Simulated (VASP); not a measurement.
Input of a VASP 6.6.1 run:

POSCAR

```
V
1.0
   -1.4610173538      1.4610173538      1.4610173538
    1.4610173538     -1.4610173538      1.4610173538
    1.4610173538      1.4610173538     -1.4610173538
V
1
Direct
    0.0000000000      0.0000000000      0.0000000000
```

File INCAR.step1:

```
PREC     = Accurate       # precision mode
ENCUT    = 520            # plane-wave cutoff, eV
ISMEAR   = -1             # smearing method
SIGMA    = 0.03           # smearing width, eV
LREAL    = False          # projectors in reciprocal space
LASPH    = True           # aspherical terms in the spheres
NELM     = 60             # most SCF steps
NBANDS   = 12             # bands
GGA      = PE             # functional
ALGO     = Normal         # electronic algorithm
EDIFF    = 1E-4           # SCF threshold, eV
LWAVE    = True           # write WAVECAR
LCHARG   = False          # write CHGCAR
```

Contents of INCAR.step2:

```
PREC     = Accurate       # precision mode
ENCUT    = 520            # plane-wave cutoff, eV
EDIFF    = 1E-8           # SCF threshold, eV
ISMEAR   = -1             # smearing method
SIGMA    = 0.03           # smearing width, eV
LREAL    = False          # projectors in reciprocal space
LASPH    = True           # aspherical terms in the spheres
NELM     = 60             # most SCF steps
ALGO     = Normal         # electronic algorithm
ISIF     = 2              # what is computed and relaxed
LWAVE    = False          # write WAVECAR
LCHARG   = False          # write CHGCAR
METAGGA  = R2SCAN         # meta-GGA
LMIXTAU  = True         
LEFG     = True         
NBANDS   = 12             # bands
ISTART   = 1
```

KPOINTS

```
regular mesh
0
Gamma
  15 15 15
```

Potentials or basis: VASP PAW PBE potentials, release 64 (V_sv).

Command:

```bash
$ cat potpaw_PBE.64/V_sv/POTCAR > POTCAR
$ cp INCAR.step1 INCAR
$ mpirun -np 1 vasp_std > vasp.out
$ cp INCAR.step2 INCAR
$ mpirun -np 1 vasp_std > vasp.out
```

Question: Estimate the pressure.

Answer: 13.8 GPa.

Caveat: without QUAD_EFG the Cq values of the log hold for a quadrupole moment of 1 mb, not for the nuclei; the PAW data sets were made with another functional, which shifts forces and pressure a little.
